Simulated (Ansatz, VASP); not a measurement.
# One calculation of RbPd, two programs

The input INCAR:

```
SYSTEM = RbPd
PREC = Accurate
ENCUT = 500
EDIFF = 1E-7
ISMEAR = 0
SIGMA = 0.1
LREAL = .FALSE.
LASPH = .TRUE.
NELM = 120
ALGO = Normal
ISIF = 3
LWAVE = .FALSE.
LCHARG = .FALSE.
GGA = PE
IBRION = 2
NSW = 100
EDIFFG = -0.01
GGA_COMPAT = .FALSE.
NELMIN = 4
```

Contents of KPOINTS:

```
Automatic mesh
0
G
  18 18 10
  0 0 0
```

Contents of POSCAR:

```
RbPd
1.0
    3.4550557895      0.0000000000      0.0000000000
   -1.7275278947      2.9921660852      0.0000000000
    0.0000000000      0.0000000000      5.3150976462
Rb Pd
1 1
Direct
    0.3333333333      0.6666666667      0.5000000000
    0.0000000000      0.0000000000      0.0000000000
```

Input for Ansatz:

```yaml
crystal:
  lattice:
    - [3.4550557895, 0.0, 0.0]
    - [-1.7275278947, 2.9921660852, 0.0]
    - [0.0, 0.0, 5.3150976462]
  atoms:
    - { symbol: Rb, position: [0.3333333333, 0.6666666667, 0.5] }
    - { symbol: Pd, position: [0.0, 0.0, 0.0] }
basis:
  ecutwfc: 420
kpoints:
  mp_grid: { grid: [18, 18, 10] }
hamiltonian:
  xc: pbe
scf:
  occupations: { method: gaussian, width: 0.1 }
output:
  forces: true
  stress: true
  eigenvalues: true
relax:
  adjacent_minimum: "off"
  f_tol: 0.01
  max_steps: 80
  cell: { stress_tol: 0.05 }
```

Alike in both runs: task relaxation of cell and atoms; functional PBE; k mesh 18 × 18 × 10; occupations gaussian, width 0.1 eV; no spin polarisation.

```csv
,VASP,Ansatz
version,VASP 6.6.1,Ansatz 0.2.0
potentials or method,"VASP PAW PBE potentials, release 64 (Rb_sv, Pd), cutoff 500 eV","scalar-relativistic, plane waves, PAW"
valence electrons in the cell,19,27
```

Ansatz gave:

* gap on the k mesh at the Fermi level, each at its own relaxed structure (eV): none
* relaxed volume (Å³/atom): 27.35
* relaxed cell length with the largest relative difference (Å): 3.446

What did VASP give for the same quantities?

gap on the k mesh at the Fermi level, each at its own relaxed structure (eV): none; relaxed volume (Å³/atom): 27.50; relaxed cell length with the largest relative difference (Å): 3.455.

A gap of «none» marks a metal or a gap that the smearing closes. VASP's potentials hold 19 valence electrons a cell and Ansatz's 27, so a difference there can come from the potentials and not from the codes.
